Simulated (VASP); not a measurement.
# W (Im-3m) in VASP: single point with PBE

Aim: the single point of W with PBE.

All numbers are computed with VASP 6.6.1; they aren't measurements. Logs are shortened: lines on timing, memory, paths and dates and some standing lists are left out, and cuts for length are marked.

### 1 The cell of the first run

The structure is cubic, space group Im-3m (No. 229). The conventional cell has a = 3.184 Å, b = 3.184 Å, c = 3.184 Å, α = 90.00°, β = 90.00°, γ = 90.00°. W (site symmetry m-3m) has 14 W at 2.76 to 3.18 Å within 3.6 Å.

### 2 Single point, PBE

INCAR reads:

```
SYSTEM = W
  ALGO = Normal
  EDIFF = 1E-6
  ENCUT = 500
  GGA = PE
  GGA_COMPAT = .False.
  ISIF = 2
  ISMEAR = -1
  LASPH = .True.
  LCHARG = .True.
  LELF = .True.
  LREAL = .False.
  LVHAR = .True.
  LWAVE = .False.
  NBANDS = 13
  NELM = 120
  PREC = Accurate
  SIGMA = 0.1
```

KPOINTS reads:

```
k-points
0
Gamma
  19 19 19
  0 0 0
```

POSCAR reads:

```
W
1.0
   -1.5917658879      1.5917658879      1.5917658879
    1.5917658879     -1.5917658879      1.5917658879
    1.5917658879      1.5917658879     -1.5917658879
W
1
Direct
    0.0000000000      0.0000000000      0.0000000000
```

Potentials or basis: VASP PAW PBE potentials, release 64 (W_sv).

Launch:

```
$ cat potpaw_PBE.64/W_sv/POTCAR > POTCAR
$ mpirun -np 1 vasp_std > vasp.out
```

OUTCAR:

```text
SYSTEM = W
   EDIFF = 1E-6
   ENCUT = 500
   GGA = PE
   ISIF = 2
   ISMEAR = -1
   LASPH = .True.
   LREAL = .False.
   NELM = 120
   PREC = Accurate

 ion  position               nearest neighbor table
   1  0.000  0.000  0.000-

  LATTYP: Found a body centered cubic cell.
 ALAT       =     3.1835317758

  Lattice vectors:

 A1 = (  -1.5917658879,   1.5917658879,   1.5917658879)
 A2 = (   1.5917658879,  -1.5917658879,   1.5917658879)
 A3 = (   1.5917658879,   1.5917658879,  -1.5917658879)

Analysis of symmetry for initial positions (statically):
=====================================================================
 Subroutine PRICEL returns:
 Original cell was already a primitive cell.

 Routine SETGRP: Setting up the symmetry group for a
 body centered cubic supercell.

 Subroutine GETGRP returns: Found 48 space group operations
 (whereof 48 operations were pure point group operations)
 out of a pool of 48 trial point group operations.

The static configuration has the point symmetry O_h .

Analysis of symmetry for dynamics (positions and initial velocities):
=====================================================================
 Subroutine PRICEL returns:
 Original cell was already a primitive cell.

 Routine SETGRP: Setting up the symmetry group for a
 body centered cubic supercell.

 Subroutine GETGRP returns: Found 48 space group operations
 (whereof 48 operations were pure point group operations)
 out of a pool of 48 trial point group operations.

The dynamic configuration has the point symmetry O_h .

 Subroutine INISYM returns: Found 48 space group operations
 (whereof 48 operations are pure point group operations),
 and found     1 'primitive' translations

----------------------------------------------------------------------------------------

                                     Primitive cell

  volume of cell :      16.1323

  direct lattice vectors                    reciprocal lattice vectors
    -1.591765888  1.591765888  1.591765888     0.000000000  0.314116544  0.314116544
     1.591765888 -1.591765888  1.591765888     0.314116544  0.000000000  0.314116544
     1.591765888  1.591765888 -1.591765888     0.314116544  0.314116544  0.000000000

  length of vectors
     2.757019392  2.757019392  2.757019392     0.444227877  0.444227877  0.444227877

  position of ions in fractional coordinates (direct lattice)
     0.000000000  0.000000000  0.000000000

[... 81 lines left out ...]
   ISIF   =      2    stress and relaxation
   ISYM   =      2    0-nonsym 1-usesym 2-fastsym
   POTIM  = 0.5000    time-step for ionic-motion
   TEBEG  =    0.0;   TEEND  =   0.0 temperature during run
   PSTRESS=    0.0 pullay stress
   NELECT =      14.0000    total number of electrons
   NUPDOWN=      -1.0000    fix difference up-down
   EMIN   =  10.00;   EMAX   =-10.00  energy-range for DOS
   EFERMI =   0.00;   METHOD = LEGACY
   ISMEAR =    -1;   SIGMA  =   0.10  broadening in eV -4-tet -1-fermi 0-gaus
   EFERMI_NEDOS =   21; number of points for ismear=-14 and -15
   IALGO  =     38    algorithm
   IMIX   =      4    mixing-type and parameters
     AMIX     =   0.40;   BMIX     =  1.00
     AMIX_MAG =   1.60;   BMIX_MAG =  1.00
  volume/ion in A,a.u.               =      16.13       108.87
  Fermi-wavevector in a.u.,A,eV,Ry     =   1.561535  2.950873 33.176320  2.438391
  Thomas-Fermi vector in A             =   2.664586
   LORBIT       =      0    0 simple, 1 ext, 2 COOP (PROOUT), +10 PAW based schemes
   GGA     = PE    functional components
   LHFCALC =     F    Hartree Fock is set to
   AEXX    =    0.0000 exact exchange contribution
   IVDW    =     0    specifies the selected vdW correction
   LEPSILON=     F    determine dielectric tensor
   LRPA    =     F    only Hartree local field effects (RPA)
 non-spin polarized calculation
  energy-cutoff  :      500.00
  volume of cell :       16.13
 maximum number of plane-waves:       420
   NGX =  9   NGY =  9   NGZ =  9

 number of electron      14.0000000 magnetization

 Free energy of the ion-electron system (eV)
  ---------------------------------------------------
  ext. energy  EPLUGINS =         0.00000000
  ---------------------------------------------------
  free energy    TOTEN  =       -12.96288908 eV

  energy without entropy =      -12.94841481  energy(sigma->0) =      -12.95565195

 E-fermi :  11.1636     XC(G=0): -13.5414

 val. band max:       11.1625985004   @ k =  -0.2105   0.2632   0.1053
 cond. band min:      11.1843153335   @ k =   0.4211   0.0526  -0.0000
 fundamental gap:      0.0217168330
 Fermi energy:        11.1636156435

 k-point     1 :       0.0000    0.0000    0.0000
  band No.  band energies     occupation
      1     -63.0137      2.00000
      2     -26.6010      2.00000
      3     -26.6010      2.00000
      4     -26.6010      2.00000
      5       1.6513      2.00000
      6       9.9924      1.99998
      7       9.9924      1.99998
      8       9.9924      1.99998
      9      13.4120      0.00000
     10      13.4120      0.00000
     11      25.6678      0.00000
     12      25.6678      0.00000
     13      25.6678      0.00000
[... 354 lines left out ...]
  band No.  band energies     occupation
      1     -62.9056      2.00000
      2     -27.6161      2.00000
      3     -26.9639      2.00000
      4     -26.6545      2.00000
      5       5.3721      2.00000
      6       8.0639      2.00000
      7       9.6463      2.00000
      8      13.0285      0.00000
      9      14.1815      0.00000
     10      15.9275      0.00000
     11      23.4979      0.00000
     12      24.7688      0.00000
     13      29.3183      0.00000

 [... further k-points ...]

------------------------ aborting loop because EDIFF is reached ----------------------------------------

  FORCE on cell =-STRESS in cart. coord.  units (eV):
  Direction    XX          YY          ZZ          XY          YZ          ZX
  --------------------------------------------------------------------------------------
  -------------------------------------------------------------------------------------
  Total        0.0493144      0.0493144      0.0493144      0.0000000      0.0000000      0.0000000
  in kB        4.8976368      4.8976368      4.8976368      0.0000000      0.0000000      0.0000000
  external PRESSURE =       4.8976368 kB  Pullay stress =       0.0000000 kB

 VOLUME and BASIS-vectors are now :
 -----------------------------------------------------------------------------
  energy-cutoff  :      500.00
  volume of cell :       16.13
      direct lattice vectors                 reciprocal lattice vectors
    -1.591765888  1.591765888  1.591765888     0.000000000  0.314116544  0.314116544
     1.591765888 -1.591765888  1.591765888     0.314116544  0.000000000  0.314116544
     1.591765888  1.591765888 -1.591765888     0.314116544  0.314116544  0.000000000

 POSITION                                       TOTAL-FORCE (eV/Angst)
 -----------------------------------------------------------------------------------
      0.00000      0.00000      0.00000        -0.000000     -0.000000      0.000000
 -----------------------------------------------------------------------------------
    total drift:                                0.000000     -0.000000      0.000000

  FREE ENERGIE OF THE ION-ELECTRON SYSTEM (eV)
  ---------------------------------------------------
  free  energy   TOTEN  =       -12.9628890779 eV

  energy  without entropy=      -12.9484148127  energy(sigma->0) =      -12.95565195
```

Wall time 12 s (1 thread of Intel Xeon 6975P-C (Granite Rapids), shared host); peak memory 0.16 GiB.

What came out:

| Item | Value |
| --- | --- |
| Free energy | -12.9629 eV |
| Pressure | 0.5 GPa |
| Band gap on the k mesh | zero (band 7 reaches 15.90 eV, above the bottom of band 8 at 9.99 eV) |

Caveat: spin-orbit coupling is left out, which moves the levels of the heavy elements.
